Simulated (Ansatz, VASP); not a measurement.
**Ga: VASP beside Ansatz**

```
Ga
1.0
     4.85248    0.00000    0.00000
    -2.42624    4.20237    0.00000
     0.00000    0.00000    3.27574
Ga
3
Direct
  0.00000 0.00000 0.00000
  0.33333 0.66667 0.50000
  0.66667 0.33333 0.50000
```

Alike in both runs: task single point; functional BLYP; k mesh 9 × 9 × 11; occupations fermi-dirac, width 0.1 eV; no spin polarisation.

|  | VASP | Ansatz |
| --- | --- | --- |
| version | VASP 6.6.1 | Ansatz 0.2.0 |
| potentials or method | VASP PAW PBE potentials, release 64 (Ga_d), cutoff 520 eV | plane waves (420 eV) with PAW, scalar-relativistic |
| valence electrons in the cell | 39 | 39 |

|  | VASP | Ansatz | Ansatz less VASP |
| --- | --- | --- | --- |
| pressure (GPa) | 0.2 | 0.1 | -0.04 |
| traceless stress, the component that is largest in VASP (GPa) | -0.27 | -0.26 | +0.017 |

VASP's potentials were made for PBE, not for BLYP.
